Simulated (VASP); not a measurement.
# BeS in VASP: a series of runs

The runs below take BeS through single point, relaxation of cell and atoms, with PBE.

Everything below comes from runs of VASP 6.6.1. Logs are shortened: lines on timing, memory, paths and dates and some standing lists are left out, and cuts for length are marked.

### 1 The cell of the first run

The structure is orthorhombic, space group Cmmm (No. 65). The conventional cell has a = 3.432 Å, b = 3.469 Å, c = 4.489 Å, α = 90.00°, β = 90.00°, γ = 90.00°. Be (site symmetry mmm) has 2 S at 2.24 Å and 4 Be at 2.44 Å within 3.0 Å. Within 3.0 Å of S (site symmetry mmm) lie 2 Be at 2.24 Å and 4 S at 2.44 Å.

### 2 Single point, PBE

The input, INCAR:

```
PREC = Accurate
ENCUT = 520
EDIFF = 1E-7
ISMEAR = 0
SIGMA = 0.1
LREAL = F
LASPH = T
NELM = 80
ALGO = Normal
ISIF = 2
LWAVE = F
LCHARG = F
GGA = PE
NBANDS = 11
```

The input, KPOINTS:

```
Automatic mesh
0
Gamma
  8 8 4
```

The input, POSCAR:

```
BeS
1.0
    1.7161120090     -1.7344512322      0.0000000000
    1.7161120090      1.7344512322      0.0000000000
    0.0000000000      0.0000000000      4.4889727340
Be S
1 1
Direct
    0.0000000000      0.0000000000      0.0000000000
    0.0000000000      0.0000000000      0.5000000000
```

Potentials or basis: VASP PAW PBE potentials, release 64 (Be, S).

The run is started by

```sh
$ cat potpaw_PBE.64/Be/POTCAR potpaw_PBE.64/S/POTCAR > POTCAR
$ mpirun -np 1 vasp_std > vasp.out
```

OUTCAR:

```text
PREC = Accurate
   ENCUT = 520
   EDIFF = 1E-7
   ISMEAR = 0
   LREAL = F
   LASPH = T
   NELM = 80
   ISIF = 2
   GGA = PE

 ion  position               nearest neighbor table
   1  0.000  0.000  0.000-   2 2.24   2 2.24
   2  0.000  0.000  0.500-   1 2.24   1 2.24

  LATTYP: Found a base centered orthorhombic cell.
 ALAT       =     3.4322240180
 B/A-ratio  =     1.0106864955
 C/A-ratio  =     1.3078903680

  Lattice vectors:

 A1 = (   1.7161120090,  -1.7344512322,   0.0000000000)
 A2 = (   1.7161120090,   1.7344512322,   0.0000000000)
 A3 = (   0.0000000000,   0.0000000000,   4.4889727340)

Analysis of symmetry for initial positions (statically):
=====================================================================
 Subroutine PRICEL returns:
 Original cell was already a primitive cell.

 Routine SETGRP: Setting up the symmetry group for a
 base centered orthorhombic supercell.

 Subroutine GETGRP returns: Found  8 space group operations
 (whereof  8 operations were pure point group operations)
 out of a pool of  8 trial point group operations.

The static configuration has the point symmetry D_2h.

Analysis of symmetry for dynamics (positions and initial velocities):
=====================================================================
 Subroutine PRICEL returns:
 Original cell was already a primitive cell.

 Routine SETGRP: Setting up the symmetry group for a
 base centered orthorhombic supercell.

 Subroutine GETGRP returns: Found  8 space group operations
 (whereof  8 operations were pure point group operations)
 out of a pool of  8 trial point group operations.

The dynamic configuration has the point symmetry D_2h.

 Subroutine INISYM returns: Found  8 space group operations
 (whereof  8 operations are pure point group operations),
 and found     1 'primitive' translations

----------------------------------------------------------------------------------------

                                     Primitive cell

  volume of cell :      26.7230

  direct lattice vectors                    reciprocal lattice vectors
     1.716112009 -1.734451232  0.000000000     0.291356274 -0.288275618  0.000000000
     1.716112009  1.734451232  0.000000000     0.291356274  0.288275618  0.000000000
     0.000000000  0.000000000  4.488972734     0.000000000  0.000000000  0.222768116

  length of vectors
     2.439951127  2.439951127  4.488972734     0.409867430  0.409867430  0.222768116

  position of ions in fractional coordinates (direct lattice)
     0.000000000  0.000000000  0.000000000
     0.000000000  0.000000000  0.500000000

  ion indices of the primitive-cell ions
   primitive index   ion index
                 1           1
                 2           2

----------------------------------------------------------------------------------------

 KPOINTS: Automatic mesh

Automatic generation of k-mesh.
 Grid dimensions read from file:
 generate k-points for:    8    8    4

 Generating k-lattice:

  Cartesian coordinates                     Fractional coordinates (reciprocal lattice)
     0.036419534 -0.036034452  0.000000000     0.125000000  0.000000000  0.000000000
     0.036419534  0.036034452  0.000000000     0.000000000  0.125000000  0.000000000
     0.000000000  0.000000000  0.055692029     0.000000000  0.000000000  0.250000000

  Length of vectors
     0.051233429  0.051233429  0.055692029

  Shift w.r.t. Gamma in fractional coordinates (k-lattice)
     0.000000000  0.000000000  0.000000000

 Subroutine IBZKPT returns following result:
 ===========================================

 Found     63 irreducible k-points:

 Following reciprocal coordinates:
            Coordinates               Weight
  0.000000  0.000000  0.000000      1.000000
  0.125000  0.000000  0.000000      4.000000
  0.250000  0.000000  0.000000      4.000000
  0.375000  0.000000  0.000000      4.000000
  0.500000  0.000000  0.000000      2.000000
  0.125000  0.125000  0.000000      2.000000
[... 16 lines left out ...]
  0.125000  0.000000  0.250000      8.000000
  0.250000  0.000000  0.250000      8.000000
 [... further k-points ...]
   k-points           NKPTS =     63   k-points in BZ     NKDIM =     63   number of bands    NBANDS=     11
   number of dos      NEDOS =    301   number of ions     NIONS =      2
   total plane-waves  NPLWV =  11664
   dimension x,y,z NGX =    18 NGY =   18 NGZ =   36
   dimension x,y,z NGXF=    36 NGYF=   36 NGZF=   72
   ions per type =               1   1
   NGX,Y,Z   is equivalent  to a cutoff of  12.26, 12.26, 13.33 a.u.
   NGXF,Y,Z  is equivalent  to a cutoff of  24.53, 24.53, 26.66 a.u.
 SYSTEM =  unknown system
   PREC   = accura    normal or accurate (medium, high low for compatibility)
   ISTART =      0    job   : 0-new  1-cont  2-samecut
   ICHARG =      2    charge: 1-file 2-atom 10-const
   ISPIN  =      1    spin polarized calculation?
   LNONCOLLINEAR =      F non collinear calculations
   LSORBIT =      F    spin-orbit coupling
   LASPH  =      T    aspherical Exc in radial PAW
   ENCUT  =  520.0 eV  38.22 Ry    6.18 a.u.   4.54  4.54  8.35*2*pi/ulx,y,z
   NELM   =     80;   NELMIN=  2; NELMDL= -5     # of ELM steps
   EDIFF  = 0.1E-06   stopping-criterion for ELM
   LREAL  =      F    real-space projection
   EDIFFG = 0.1E-05   stopping-criterion for IOM
   NSW    =      0    number of steps for IOM
   IBRION =     -1    ionic relax: 0-MD 1-quasi-New 2-CG
   NFREE  =      0    steps in history (QN), initial steepest desc. (CG)
   ISIF   =      2    stress and relaxation
   ISYM   =      2    0-nonsym 1-usesym 2-fastsym
   POTIM  = 0.5000    time-step for ionic-motion
   TEBEG  =    0.0;   TEEND  =   0.0 temperature during run
   PSTRESS=    0.0 pullay stress
   NELECT =       8.0000    total number of electrons
   NUPDOWN=      -1.0000    fix difference up-down
   EMIN   =  10.00;   EMAX   =-10.00  energy-range for DOS
   EFERMI =   0.00;   METHOD = LEGACY
   ISMEAR =     0;   SIGMA  =   0.10  broadening in eV -4-tet -1-fermi 0-gaus
   EFERMI_NEDOS =   21; number of points for ismear=-14 and -15
   IALGO  =     38    algorithm
   IMIX   =      4    mixing-type and parameters
     AMIX     =   0.40;   BMIX     =  1.00
     AMIX_MAG =   1.60;   BMIX_MAG =  1.00
  volume/ion in A,a.u.               =      13.36        90.17
  Fermi-wavevector in a.u.,A,eV,Ry     =   1.095158  2.069548 16.318420  1.199370
  Thomas-Fermi vector in A             =   2.231476
   LORBIT       =      0    0 simple, 1 ext, 2 COOP (PROOUT), +10 PAW based schemes
   GGA     = PE    functional components
   LHFCALC =     F    Hartree Fock is set to
   AEXX    =    0.0000 exact exchange contribution
   IVDW    =     0    specifies the selected vdW correction
   LEPSILON=     F    determine dielectric tensor
   LRPA    =     F    only Hartree local field effects (RPA)
 non-spin polarized calculation
 Gauss-broadening in eV      SIGMA  =   0.10
  energy-cutoff  :      520.00
  volume of cell :       26.72
 maximum number of plane-waves:       745
   NGX =  9   NGY =  9   NGZ = 17

 number of electron       7.9999998 magnetization

 Free energy of the ion-electron system (eV)
  ---------------------------------------------------
  ext. energy  EPLUGINS =         0.00000000
  ---------------------------------------------------
  free energy    TOTEN  =        -6.76253294 eV

  energy without entropy =       -6.75507956  energy(sigma->0) =       -6.75880625

 E-fermi :   6.7023     XC(G=0): -10.3840

 val. band max:        6.6689965099   @ k =  -0.1250   0.1250   0.2500
 cond. band min:       6.7171703207   @ k =   0.1250   0.1250   0.5000
 fundamental gap:      0.0481738107
 Fermi energy:         6.7022511326

 k-point     1 :       0.0000    0.0000    0.0000
  band No.  band energies     occupation
      1     -10.6905      2.00000
      2      -0.8055      2.00000
      3       2.2169      2.00000
      4       9.3844      0.00000
      5       9.4617      0.00000
      6      14.3780      0.00000
      7      16.3478      0.00000
      8      16.9436      0.00000
      9      18.7997      0.00000
     10      18.8628      0.00000
     11      23.2654      0.00000

 k-point     2 :       0.1250    0.0000    0.0000
  band No.  band energies     occupation
      1     -10.3615      2.00000
      2      -0.5082      2.00000
      3       2.5056      2.00000
      4       6.7331      0.66225
      5       9.6465      0.00000
      6      15.6961      0.00000
      7      16.4321      0.00000
      8      16.4871      0.00000
      9      19.0881      0.00000
     10      19.1361      0.00000
     11      19.4437      0.00000

 k-point     3 :       0.2500    0.0000    0.0000
  band No.  band energies     occupation
      1      -9.4076      2.00000
      2       0.3293      2.00000
      3       2.6968      2.00000
      4       3.5364      2.00000
      5      10.2533      0.00000
      6      12.9795      0.00000
      7      14.6859      0.00000
      8      17.0227      0.00000
      9      17.6674      0.00000
     10      19.7887      0.00000
     11      22.8284      0.00000

 k-point     4 :       0.3750    0.0000    0.0000
  band No.  band energies     occupation
      1      -8.0062      2.00000
      2      -0.4860      2.00000
      3       1.4540      2.00000
      4       4.8410      2.00000
      5       9.9434      0.00000
      6      11.0001      0.00000
      7      11.5513      0.00000
      8      18.1933      0.00000
      9      18.4358      0.00000
     10      20.6604      0.00000
     11      22.7315      0.00000

 k-point     5 :       0.5000    0.0000    0.0000
  band No.  band energies     occupation
      1      -7.0605      2.00000
      2      -2.0696      2.00000
      3       2.0878      2.00000
      4       6.1452      2.00000
      5       8.0780      0.00000
      6      10.2141      0.00000
      7      11.3737      0.00000
      8      18.8336      0.00000
      9      18.8854      0.00000
     10      21.1180      0.00000
     11      21.7265      0.00000
[... 211 lines left out ...]
 k-point    21 :       0.5000    0.5000    0.0000
  band No.  band energies     occupation
      1      -3.2226      2.00000
      2       0.6203      2.00000
      3       0.7828      2.00000
      4       4.5922      2.00000
      5       9.0733      0.00000
      6       9.5860      0.00000
      7       9.7719      0.00000
      8      13.8488      0.00000
      9      14.0382      0.00000
     10      14.8048      0.00000
     11      16.5881      0.00000

 k-point    22 :       0.0000    0.0000    0.2500
  band No.  band energies     occupation
      1     -10.6509      2.00000
      2      -1.7349      2.00000
      3       4.1833      2.00000
      4       9.4380      0.00000
      5       9.5155      0.00000
      6      12.4221      0.00000
      7      14.4404      0.00000
      8      18.0591      0.00000
      9      18.1234      0.00000
     10      18.4106      0.00000
     11      24.0804      0.00000

 k-point    23 :       0.1250    0.0000    0.2500
  band No.  band energies     occupation
      1     -10.3226      2.00000
      2      -1.4239      2.00000
      3       4.4377      2.00000
      4       6.7851      0.24111
      5       9.6990      0.00000
      6      12.5632      0.00000
      7      15.8179      0.00000
      8      16.1758      0.00000
      9      18.3583      0.00000
     10      19.7824      0.00000
     11      21.5127      0.00000

 k-point    24 :       0.2500    0.0000    0.2500
  band No.  band energies     occupation
      1      -9.3719      2.00000
      2      -0.5211      2.00000
      3       2.9151      2.00000
      4       5.1067      2.00000
      5      10.3022      0.00000
      6      11.3566      0.00000
      7      14.3758      0.00000
      8      16.9214      0.00000
      9      17.9214      0.00000
     10      19.0902      0.00000
     11      24.1553      0.00000

 [... further k-points ...]

------------------------ aborting loop because EDIFF is reached ----------------------------------------

  FORCE on cell =-STRESS in cart. coord.  units (eV):
  Direction    XX          YY          ZZ          XY          YZ          ZX
  --------------------------------------------------------------------------------------
  -------------------------------------------------------------------------------------
  Total        0.0327129     -0.0202258     -0.0206497      0.0000000      0.0000000      0.0000000
  in kB        1.9613044     -1.2126374     -1.2380530      0.0000000      0.0000000      0.0000000
  external PRESSURE =      -0.1631287 kB  Pullay stress =       0.0000000 kB

 VOLUME and BASIS-vectors are now :
 -----------------------------------------------------------------------------
  energy-cutoff  :      520.00
  volume of cell :       26.72
      direct lattice vectors                 reciprocal lattice vectors
     1.716112009 -1.734451232  0.000000000     0.291356274 -0.288275618  0.000000000
     1.716112009  1.734451232  0.000000000     0.291356274  0.288275618  0.000000000
     0.000000000  0.000000000  4.488972734     0.000000000  0.000000000  0.222768116

 POSITION                                       TOTAL-FORCE (eV/Angst)
 -----------------------------------------------------------------------------------
      0.00000      0.00000      0.00000         0.000000      0.000000      0.000000
      0.00000      0.00000      2.24449         0.000000      0.000000      0.000000
 -----------------------------------------------------------------------------------
    total drift:                                0.000000      0.000000     -0.000000

  FREE ENERGIE OF THE ION-ELECTRON SYSTEM (eV)
  ---------------------------------------------------
  free  energy   TOTEN  =        -6.7625329418 eV

  energy  without entropy=       -6.7550795555  energy(sigma->0) =       -6.75880625
```

It took 12 s on 1 thread of Intel Xeon Platinum 8259CL at 2.50GHz (Skylake/Cascade Lake), shared host; peak memory 0.13 GiB.

Results:

- Free energy: -6.7625 eV
- Pressure: 0.0 GPa
- Band gap on the k mesh: zero (band 4 reaches 9.44 eV, above the bottom of band 5 at 4.89 eV)

### 3 Single point, PBE

This run uses another cell than the first one, of 13.50 Å³/atom, 1.010 times its volume.

The input, INCAR:

```
ALGO = Normal ; EDIFF = 1E-7
ENCUT = 520 ; GGA = PE
ISIF = 2 ; ISMEAR = 0
LASPH = True ; LCHARG = True
LELF = True ; LREAL = False
LVHAR = True ; LWAVE = False
NBANDS = 11 ; NELM = 60
PREC = Accurate ; SIGMA = 0.1
```

The input, KPOINTS:

```
k-points
0
Gamma
  22 22 12
```

The input, POSCAR:

```
BeS
1.0
    2.4745718071      0.0000000000      0.0000000000
    0.0000000000      2.4745718071      0.0000000000
    0.0000000000      0.0000000000      4.4092371340
Be S
1 1
Direct
    0.0000000000      0.0000000000      0.0000000000
    0.0000000000      0.0000000000      0.5000000000
```

Potentials or basis: VASP PAW PBE potentials, release 64 (Be, S).

The run is started by

```sh
$ cat potpaw_PBE.64/Be/POTCAR potpaw_PBE.64/S/POTCAR > POTCAR
$ mpirun -np 1 vasp_std > vasp.out
```

Run time: 87 s. Hardware: 1 thread of Intel Xeon Platinum 8259CL at 2.50GHz (Skylake/Cascade Lake), shared host; peak memory 0.26 GiB.

Results (log left out):

```yaml
Free_energy: -6.7340 eV
Pressure: -0.1 GPa
Band_gap_on_the_k_mesh: zero (band 4 reaches 9.22 eV, above the bottom of band 5 at 5.03 eV)
```

Stress tensor (GPa, compression positive):
```
-0.12  0.00  0.00
 0.00 -0.12  0.00
 0.00  0.00  0.09
```

Levels at points of the mesh, in eV from the Fermi level:
| k point | band 1 | band 2 | band 3 | band 4 | band 5 | band 6 | band 7 | band 8 | band 9 |
| --- | --- | --- | --- | --- | --- | --- | --- | --- | --- |
| (0.00, 0.00, 0.00) | -16.97 | -7.28 | -4.16 | 2.61 | 2.61 | 7.85 | 10.16 | 10.54 | 11.81 |
| (0.50, 0.00, 0.00) | -13.56 | -8.36 | -4.59 | -0.29 | 1.46 | 3.80 | 4.44 | 12.06 | 12.88 |
| (0.50, 0.50, 0.00) | -10.00 | -5.71 | -5.71 | -2.27 | 2.62 | 3.05 | 3.05 | 7.36 | 7.36 |
| (0.00, 0.00, 0.50) | -16.87 | -8.88 | 1.35 | 2.18 | 2.75 | 2.75 | 8.02 | 10.38 | 10.38 |
| (0.50, 0.00, 0.50) | -13.53 | -8.04 | -5.14 | -2.42 | 4.55 | 5.21 | 6.02 | 9.76 | 12.11 |
| (0.50, 0.50, 0.50) | -10.06 | -5.49 | -5.49 | -2.08 | 1.21 | 1.21 | 3.20 | 7.23 | 8.36 |

### 4 Relaxation of cell and atoms, PBE

The input, INCAR:

```
SYSTEM = BeS
PREC = Accurate
ENCUT = 600
EDIFF = 1E-6
ISMEAR = 0
SIGMA = 0.1
LREAL = .False.
LASPH = .True.
NELM = 60
ALGO = Normal
ISIF = 3
LWAVE = .False.
LCHARG = .False.
GGA = PE
IBRION = 2
NSW = 100
EDIFFG = -0.01
```

The input, KPOINTS:

```
regular mesh
0
Gamma
  22 22 12
  0 0 0
```

The input, POSCAR:

```
BeS
1.0
    2.4399511275      0.0000000000      0.0000000000
    0.0000000000      2.4399511275      0.0000000000
    0.0000000000      0.0000000000      4.4889727340
Be S
1 1
Direct
    0.0000000000      0.0000000000      0.0000000000
    0.0000000000      0.0000000000      0.5000000000
```

The run is started by

```sh
$ cat potpaw_PBE.64/Be/POTCAR potpaw_PBE.64/S/POTCAR > POTCAR
$ mpirun -np 1 vasp_std > vasp.out
```

Run time: 5.7 min. Hardware: 1 thread of Intel Xeon 6975P-C, shared host; peak memory 0.27 GiB.

Results (log left out):

```yaml
Free_energy: -6.7342 eV
Relaxed_volume: 13.51 Å³/atom
Relaxed_cell: a = 2.474 Å, b = 2.474 Å, c = 4.414 Å, α = 90.00°, β = 90.00°, γ = 90.00°
Space_group_after_relaxing_to_0.05_Å: P4/mmm (No. 123)
Energy_gained_by_relaxing: 4.2 meV/atom
Ionic_steps: 4
Pressure_after_relaxing: -0.1 GPa
Band_gap_on_the_k_mesh: zero (band 4 reaches 9.22 eV, above the bottom of band 5 at 5.02 eV)
```

The path:
| step | energy change (eV) | largest force (eV/Å) | pressure (GPa) | volume (Å³) |
| --- | --- | --- | --- | --- |
| 1 | 0.0000 | 0.0000 | 0.51 | 26.72 |
| 2 | -0.0067 | 0.0000 | 0.07 | 26.89 |
| 3 | -0.0084 | 0.0000 | -0.05 | 26.99 |
| 4 | -0.0085 | 0.0000 | -0.09 | 27.02 |

Final structure:
```
CELL_PARAMETERS angstrom
2.47409 0.00000 0.00000
0.00000 2.47409 0.00000
0.00000 0.00000 4.41372
ATOMIC_POSITIONS crystal
Be 0.00000 0.00000 0.00000
S 0.00000 0.00000 0.50000
```

Levels at points of the mesh, in eV from the Fermi level:
| k point | band 1 | band 2 | band 3 | band 4 | band 5 | band 6 | band 7 | band 8 |
| --- | --- | --- | --- | --- | --- | --- | --- | --- |
| (0.00, 0.00, 0.00) | -16.96 | -7.27 | -4.17 | 2.62 | 2.62 | 7.86 | 10.17 | 10.50 |
| (0.50, 0.00, 0.00) | -13.55 | -8.36 | -4.58 | -0.30 | 1.46 | 3.80 | 4.45 | 12.06 |
| (0.50, 0.50, 0.00) | -9.99 | -5.71 | -5.71 | -2.26 | 2.62 | 3.05 | 3.05 | 7.36 |
| (0.00, 0.00, 0.50) | -16.87 | -8.88 | 1.33 | 2.16 | 2.76 | 2.76 | 8.03 | 10.39 |
| (0.50, 0.00, 0.50) | -13.53 | -8.04 | -5.13 | -2.41 | 4.56 | 5.21 | 6.00 | 9.74 |
| (0.50, 0.50, 0.50) | -10.05 | -5.49 | -5.49 | -2.07 | 1.21 | 1.21 | 3.20 | 7.23 |

### 5 Overview

```csv
task,cell,k mesh,cutoff (eV),gap on the mesh (eV),pressure (GPa)
single point,"a = 2.440, b = 2.440, c = 4.489 Å, angles 90.0, 90.0, 90.6°, 2 atoms",8 × 8 × 4,520,none,0.0
single point,"a = 2.475, b = 2.475, c = 4.409 Å, 2 atoms",22 × 22 × 12,520,none,-0.1
relaxation of cell and atoms,"relaxed from a = 2.440, b = 2.440, c = 4.489 Å, 2 atoms",22 × 22 × 12,600,none,-0.1
```

Alike in all rows: level PBE; potentials or basis VASP PAW PBE potentials, release 64 (Be, S); no spin polarisation; smearing gaussian 0.1 eV.

Absolute energies hang on the potentials; compare differences alone.
